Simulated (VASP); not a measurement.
# AlNi3 (Fm-3m) in VASP: further runs

AlNi3 is run at these levels: r2SCAN; tasks: single point.

Everything below comes from runs of VASP 6.6.1. Logs are shortened: lines on timing, memory, paths and dates and some standing lists are left out, and cuts for length are marked.

## Step 1: The cell of the first run

The structure is cubic, space group Fm-3m (No. 225). Conventional cell: a = 5.604 Å, b = 5.604 Å, c = 5.604 Å, α = 90.00°, β = 90.00°, γ = 90.00°. Within 3.2 Å of Al (site symmetry m-3m) lie 14 Ni at 2.43 to 2.80 Å. Ni (site symmetry -43m) has 4 Al at 2.43 Å and 10 Ni at 2.43 to 2.80 Å within 3.2 Å. Ni (site symmetry m-3m) has 8 Ni at 2.43 Å and 6 Al at 2.80 Å within 3.2 Å.

## Step 2: Single point, r2SCAN

Contents of POSCAR:

```
AlNi3
1.0
    0.0000000000      2.8018887551      2.8018887551
    2.8018887551      0.0000000000      2.8018887551
    2.8018887551      2.8018887551      0.0000000000
Al Ni
1 3
Direct
    0.5000000000      0.5000000000      0.5000000000
    0.2500000000      0.2500000000      0.2500000000
    0.0000000000      0.0000000000      0.0000000000
    0.7500000000      0.7500000000      0.7500000000
```

Contents of INCAR.step1:

```
ALGO = Normal
EDIFF = 1E-4
ENCUT = 520
GGA = PE
ISMEAR = 0
LASPH = True
LCHARG = False
LREAL = False
LWAVE = True
NBANDS = 24
NELM = 80
PREC = Accurate
SIGMA = 0.01
```

Contents of INCAR.step2:

```
ALGO = Normal
EDIFF = 1E-6
ENCUT = 520
ISIF = 2
ISMEAR = 0
ISTART = 1
LASPH = True
LCHARG = False
LMIXTAU = True
LREAL = False
LWAVE = False
METAGGA = R2SCAN
NBANDS = 24
NELM = 80
PREC = Accurate
SIGMA = 0.01
```

Contents of KPOINTS:

```
k-points
0
Gamma
  14 14 14
```

Potentials or basis: VASP PAW PBE potentials, release 64 (Al, Ni).

On the command line:

```bash
cat potpaw_PBE.64/Al/POTCAR potpaw_PBE.64/Ni/POTCAR > POTCAR
cp INCAR.step1 INCAR
mpirun -np 1 vasp_std > vasp.out
cp INCAR.step2 INCAR
mpirun -np 1 vasp_std > vasp.out
```

OUTCAR:

```text
EDIFF = 1E-6
   ENCUT = 520
   ISIF = 2
   ISMEAR = 0
   ISTART = 1
   LASPH = True
   LREAL = False
   METAGGA = R2SCAN
   NELM = 80
   PREC = Accurate

 ion  position               nearest neighbor table
   1  0.500  0.500  0.500-   2 2.43   4 2.43   2 2.43   2 2.43   4 2.43   2 2.43   4 2.43   4 2.43
                             3 2.80   3 2.80   3 2.80   3 2.80   3 2.80   3 2.80
   2  0.250  0.250  0.250-   3 2.43   1 2.43   3 2.43   1 2.43   3 2.43   3 2.43   1 2.43   1 2.43
                             4 2.80   4 2.80   4 2.80   4 2.80   4 2.80   4 2.80
   3  0.000  0.000  0.000-   4 2.43   2 2.43   4 2.43   2 2.43   4 2.43   4 2.43   2 2.43   2 2.43
                             1 2.80   1 2.80   1 2.80   1 2.80   1 2.80   1 2.80
   4  0.750  0.750  0.750-   1 2.43   3 2.43   1 2.43   1 2.43   3 2.43   1 2.43   3 2.43   3 2.43
                             2 2.80   2 2.80   2 2.80   2 2.80   2 2.80   2 2.80

  LATTYP: Found a face centered cubic cell.
 ALAT       =     5.6037775102

  Lattice vectors:

 A1 = (   0.0000000000,   2.8018887551,   2.8018887551)
 A2 = (   2.8018887551,   0.0000000000,   2.8018887551)
 A3 = (   2.8018887551,   2.8018887551,   0.0000000000)

Analysis of symmetry for initial positions (statically):
=====================================================================
 Subroutine PRICEL returns:
 Original cell was already a primitive cell.

 Routine SETGRP: Setting up the symmetry group for a
 face centered cubic supercell.

 Subroutine GETGRP returns: Found 48 space group operations
 (whereof 48 operations were pure point group operations)
 out of a pool of 48 trial point group operations.

The static configuration has the point symmetry O_h .

Analysis of symmetry for dynamics (positions and initial velocities):
=====================================================================
 Subroutine PRICEL returns:
 Original cell was already a primitive cell.

 Routine SETGRP: Setting up the symmetry group for a
 face centered cubic supercell.

 Subroutine GETGRP returns: Found 48 space group operations
 (whereof 48 operations were pure point group operations)
 out of a pool of 48 trial point group operations.

The dynamic configuration has the point symmetry O_h .

 Subroutine INISYM returns: Found 48 space group operations
 (whereof 48 operations are pure point group operations),
 and found     1 'primitive' translations

----------------------------------------------------------------------------------------

                                     Primitive cell

  volume of cell :      43.9929

  direct lattice vectors                    reciprocal lattice vectors
     0.000000000  2.801888755  2.801888755    -0.178451053  0.178451053  0.178451053
     2.801888755  0.000000000  2.801888755     0.178451053 -0.178451053  0.178451053
     2.801888755  2.801888755  0.000000000     0.178451053  0.178451053 -0.178451053

  length of vectors
     3.962469078  3.962469078  3.962469078     0.309086291  0.309086291  0.309086291

  position of ions in fractional coordinates (direct lattice)
     0.500000000  0.500000000  0.500000000
     0.250000000  0.250000000  0.250000000
     0.000000000  0.000000000  0.000000000
     0.750000000  0.750000000  0.750000000

  ion indices of the primitive-cell ions
   primitive index   ion index
                 1           1
                 2           2
                 3           3
                 4           4

----------------------------------------------------------------------------------------

 KPOINTS: k-points

Automatic generation of k-mesh.
 Grid dimensions read from file:
 generate k-points for:   14   14   14

 Generating k-lattice:

  Cartesian coordinates                     Fractional coordinates (reciprocal lattice)
    -0.012746504  0.012746504  0.012746504     0.071428571  0.000000000  0.000000000
     0.012746504 -0.012746504  0.012746504     0.000000000  0.071428571  0.000000000
     0.012746504  0.012746504 -0.012746504     0.000000000  0.000000000  0.071428571

  Length of vectors
     0.022077592  0.022077592  0.022077592

  Shift w.r.t. Gamma in fractional coordinates (k-lattice)
     0.000000000  0.000000000  0.000000000

 Subroutine IBZKPT returns following result:
 ===========================================

 Found    104 irreducible k-points:

 Following reciprocal coordinates:
            Coordinates               Weight
  0.000000  0.000000  0.000000      1.000000
  0.071429  0.000000  0.000000      8.000000
  0.142857  0.000000  0.000000      8.000000
  0.214286  0.000000  0.000000      8.000000
  0.285714  0.000000  0.000000      8.000000
  0.357143  0.000000  0.000000      8.000000
[... 16 lines left out ...]
  0.214286  0.142857  0.000000     24.000000
  0.285714  0.142857  0.000000     24.000000
 [... further k-points ...]
   k-points           NKPTS =    104   k-points in BZ     NKDIM =    104   number of bands    NBANDS=     24
   number of dos      NEDOS =    301   number of ions     NIONS =      4
   total plane-waves  NPLWV =  27000
   dimension x,y,z NGX =    30 NGY =   30 NGZ =   30
   dimension x,y,z NGXF=    60 NGYF=   60 NGZF=   60
   ions per type =               1   3
   NGX,Y,Z   is equivalent  to a cutoff of  12.59, 12.59, 12.59 a.u.
   NGXF,Y,Z  is equivalent  to a cutoff of  25.17, 25.17, 25.17 a.u.
 SYSTEM =  unknown system
   PREC   = accura    normal or accurate (medium, high low for compatibility)
   ISTART =      1    job   : 0-new  1-cont  2-samecut
   ICHARG =      0    charge: 1-file 2-atom 10-const
   ISPIN  =      1    spin polarized calculation?
   LNONCOLLINEAR =      F non collinear calculations
   LSORBIT =      F    spin-orbit coupling
   LASPH  =      T    aspherical Exc in radial PAW
   ENCUT  =  520.0 eV  38.22 Ry    6.18 a.u.   7.37  7.37  7.37*2*pi/ulx,y,z
   NELM   =     80;   NELMIN=  2; NELMDL=  0     # of ELM steps
   EDIFF  = 0.1E-05   stopping-criterion for ELM
   LREAL  =      F    real-space projection
   EDIFFG = 0.1E-04   stopping-criterion for IOM
   NSW    =      0    number of steps for IOM
   IBRION =     -1    ionic relax: 0-MD 1-quasi-New 2-CG
   NFREE  =      0    steps in history (QN), initial steepest desc. (CG)
   ISIF   =      2    stress and relaxation
   ISYM   =      2    0-nonsym 1-usesym 2-fastsym
   POTIM  = 0.5000    time-step for ionic-motion
   TEBEG  =    0.0;   TEEND  =   0.0 temperature during run
   PSTRESS=    0.0 pullay stress
   NELECT =      33.0000    total number of electrons
   NUPDOWN=      -1.0000    fix difference up-down
   EMIN   =  10.00;   EMAX   =-10.00  energy-range for DOS
   EFERMI =   0.00;   METHOD = LEGACY
   ISMEAR =     0;   SIGMA  =   0.01  broadening in eV -4-tet -1-fermi 0-gaus
   EFERMI_NEDOS =   21; number of points for ismear=-14 and -15
   IALGO  =     38    algorithm
   IMIX   =      4    mixing-type and parameters
     AMIX     =   0.40;   BMIX     =  1.00
     AMIX_MAG =   1.60;   BMIX_MAG =  1.00
  volume/ion in A,a.u.               =      11.00        74.22
  Fermi-wavevector in a.u.,A,eV,Ry     =   1.487483  2.810935 30.104316  2.212605
  Thomas-Fermi vector in A             =   2.600638
   LORBIT       =      0    0 simple, 1 ext, 2 COOP (PROOUT), +10 PAW based schemes
   METAGGA = R2SCAN    functional components
   LHFCALC =     F    Hartree Fock is set to
   AEXX    =    0.0000 exact exchange contribution
   IVDW    =     0    specifies the selected vdW correction
   LEPSILON=     F    determine dielectric tensor
   LRPA    =     F    only Hartree local field effects (RPA)
 non-spin polarized calculation
 Gauss-broadening in eV      SIGMA  =   0.01
  energy-cutoff  :      520.00
  volume of cell :       43.99
 maximum number of plane-waves:      1243
 NGX is ok and might be reduce to    30
   NGX = 15   NGY = 15   NGZ = 15

 number of electron      33.0000017 magnetization

 Free energy of the ion-electron system (eV)
  ---------------------------------------------------
  ext. energy  EPLUGINS =         0.00000000
  ---------------------------------------------------
  free energy    TOTEN  =       -44.04028102 eV

  energy without entropy =      -44.04006502  energy(sigma->0) =      -44.04017302

 E-fermi :   9.7793     XC(G=0): -13.8796

 val. band max:        9.7791609905   @ k =  -0.4286   0.4286   0.0714
 cond. band min:       9.7847412271   @ k =   0.4286   0.4286   0.0000
 fundamental gap:      0.0055802366
 Fermi energy:         9.7792511476

 k-point     1 :       0.0000    0.0000    0.0000
  band No.  band energies     occupation
      1      -0.8936      2.00000
      2       6.0181      2.00000
      3       6.0181      2.00000
      4       6.1336      2.00000
      5       6.1336      2.00000
      6       6.1336      2.00000
[... 16 lines left out ...]
     23      17.8105      0.00000
     24      18.9866      0.00000

 k-point     2 :       0.0714    0.0000    0.0000
  band No.  band energies     occupation
      1      -0.8141      2.00000
      2       5.9721      2.00000
      3       5.9721      2.00000
      4       6.0925      2.00000
      5       6.2223      2.00000
      6       6.2223      2.00000
[... 16 lines left out ...]
     23      18.0972      0.00000
     24      18.7278      0.00000

 k-point     3 :       0.1429    0.0000    0.0000
  band No.  band energies     occupation
      1      -0.5770      2.00000
      2       5.9342      2.00000
      3       5.9342      2.00000
      4       5.9657      2.00000
      5       6.3825      2.00000
      6       6.3825      2.00000
[... 16 lines left out ...]
     23      18.4160      0.00000
     24      18.4480      0.00000
[... 514 lines left out ...]
 k-point    23 :       0.2143    0.1429    0.0000
  band No.  band energies     occupation
      1      -0.1872      2.00000
      2       5.4527      2.00000
      3       6.2014      2.00000
      4       6.2361      2.00000
      5       6.4356      2.00000
      6       6.4873      2.00000
[... 16 lines left out ...]
     23      17.9500      0.00000
     24      20.0751      0.00000

 k-point    24 :       0.2857    0.1429    0.0000
  band No.  band energies     occupation
      1       0.2457      2.00000
      2       5.2823      2.00000
      3       6.1046      2.00000
      4       6.2220      2.00000
      5       6.6227      2.00000
      6       6.6272      2.00000
[... 16 lines left out ...]
     23      17.9076      0.00000
     24      20.1090      0.00000

 [... further k-points ...]

------------------------ aborting loop because EDIFF is reached ----------------------------------------

  FORCE on cell =-STRESS in cart. coord.  units (eV):
  Direction    XX          YY          ZZ          XY          YZ          ZX
  --------------------------------------------------------------------------------------
  -------------------------------------------------------------------------------------
  Total        0.0241663      0.0241663      0.0241663      0.0000000      0.0000000      0.0000000
  in kB        0.8801139      0.8801139      0.8801139      0.0000000      0.0000000      0.0000000
  external PRESSURE =       0.8801139 kB  Pullay stress =       0.0000000 kB

 VOLUME and BASIS-vectors are now :
 -----------------------------------------------------------------------------
  energy-cutoff  :      520.00
  volume of cell :       43.99
      direct lattice vectors                 reciprocal lattice vectors
     0.000000000  2.801888755  2.801888755    -0.178451053  0.178451053  0.178451053
     2.801888755  0.000000000  2.801888755     0.178451053 -0.178451053  0.178451053
     2.801888755  2.801888755  0.000000000     0.178451053  0.178451053 -0.178451053

 POSITION                                       TOTAL-FORCE (eV/Angst)
 -----------------------------------------------------------------------------------
      2.80189      2.80189      2.80189        -0.000000      0.000000     -0.000000
      1.40094      1.40094      1.40094        -0.000000     -0.000000     -0.000000
      0.00000      0.00000      0.00000        -0.000000      0.000000     -0.000000
      4.20283      4.20283      4.20283         0.000000     -0.000000      0.000000
 -----------------------------------------------------------------------------------
    total drift:                                0.000000     -0.000000      0.000000

  FREE ENERGIE OF THE ION-ELECTRON SYSTEM (eV)
  ---------------------------------------------------
  free  energy   TOTEN  =       -44.0402810215 eV

  energy  without entropy=      -44.0400650220  energy(sigma->0) =      -44.04017302
```

Run time: 6.7 min. Hardware: 1 thread of Intel Xeon Platinum 8488C (Sapphire Rapids), shared host; peak memory 0.24 GiB.

Results:

| Item | Value |
| --- | --- |
| Free energy | -44.0403 eV |
| Pressure | 0.1 GPa |

Caveat: the PAW data sets were made with another functional, which shifts forces and pressure a little. Spin polarisation is off, so any magnetic state and its effect on volume and gap are missing.

## Step 3: Single point, r2SCAN

POSCAR is that of step 2.

Contents of INCAR.step1:

```
  PREC = Accurate
  ENCUT = 520
  ISMEAR = -1
  SIGMA = 0.01
  LREAL = False
  LASPH = True
  NELM = 60
  NBANDS = 24
  GGA = PE
  ALGO = Normal
  EDIFF = 1E-4
  LWAVE = True
  LCHARG = False
```

Contents of INCAR.step2:

```
  PREC = Accurate
  ENCUT = 520
  EDIFF = 1E-6
  ISMEAR = -1
  SIGMA = 0.01
  LREAL = False
  LASPH = True
  NELM = 60
  ALGO = Normal
  ISIF = 2
  LWAVE = False
  LCHARG = False
  METAGGA = R2SCAN
  LMIXTAU = True
  NBANDS = 24
  ISTART = 1
```

Contents of KPOINTS:

```
Automatic mesh
0
Gamma
  14 14 14
```

Potentials or basis: VASP PAW PBE potentials, release 64 (Al, Ni).

On the command line:

```bash
cat potpaw_PBE.64/Al/POTCAR potpaw_PBE.64/Ni/POTCAR > POTCAR
cp INCAR.step1 INCAR
mpirun -np 1 vasp_std > vasp.out
cp INCAR.step2 INCAR
mpirun -np 1 vasp_std > vasp.out
```

Run time: 6.4 min. Hardware: 1 thread of Intel Xeon Platinum 8488C (Sapphire Rapids), shared host; peak memory 0.24 GiB.

It converged, with:

```
Free energy : -44.0407 eV
Pressure    : 0.1 GPa
```

Levels at points of the mesh, in eV from the Fermi level:
```
           k point  band 12  band 13  band 14  band 15  band 16  band 17  band 18  band 19  band 20  band 21
(0.00, 0.00, 0.00)    -0.97    -0.60    -0.60    -0.58    -0.58     5.65     5.65     5.65     6.16     6.16
(0.50, 0.00, 0.00)    -1.80    -0.70    -0.70    -0.51    -0.51    -0.15     4.49     4.49     4.97     4.97
(0.50, 0.50, 0.00)    -1.27    -1.12    -0.75    -0.62    -0.45    -0.37    -0.37    -0.03     4.49     4.95
```

Caveat: the PAW data sets were made with another functional, which shifts forces and pressure a little.
